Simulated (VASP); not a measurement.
Set up this calculation in VASP 6.6.1, as the native input.

```
Task                   : single point
Functional             : PBE
Potentials or basis    : VASP PAW PBE potentials, release 64 (Al, N)
Cutoff                 : 520 eV
k mesh                 : 12 × 12 × 4
Occupations            : gaussian, width 0.01 eV
Spin                   : no spin polarisation
Dipole correction      : no
Further INCAR settings : ALGO = Normal; EDIFF = 1e-07; NBANDS = 16
```

The structure of AlN lies in POSCAR:

```
AlN
1.0
    3.0868390993      0.0000000000      0.0000000000
   -1.5434195496      2.6732839709      0.0000000000
    0.0000000000      0.0000000000      4.9391408781
Al N
2 2
Direct
    0.3333333333      0.6666666667      0.0000000000
    0.6666666667      0.3333333333      0.5000000000
    0.3333333333      0.6666666667      0.3800000000
    0.6666666667      0.3333333333      0.8800000000
```

The input as run:

INCAR

```
PREC = Accurate ; ENCUT = 520
EDIFF = 1E-7 ; ISMEAR = 0
SIGMA = 0.01 ; LREAL = F
LASPH = T ; NELM = 100
ALGO = Normal ; ISIF = 2
LWAVE = F ; LCHARG = F
GGA = PE ; NBANDS = 16
```

KPOINTS

```
Automatic mesh
0
Gamma
  12 12 4
```

Potentials or basis: VASP PAW PBE potentials, release 64 (Al, N).

The run is started by

```bash
$ cat potpaw_PBE.64/Al/POTCAR potpaw_PBE.64/N/POTCAR > POTCAR
$ mpirun -np 1 vasp_std > vasp.out
```

It gave:

The pressure is 9.0 GPa. The largest force is 0.149 eV/Å and the band gap on the k mesh is 4.45 eV, direct.

Wall time 14 s on 1 thread of Intel(R) Xeon(R) 6975P-C (Granite Rapids), with other jobs on the host, peak memory 0.16 GiB.
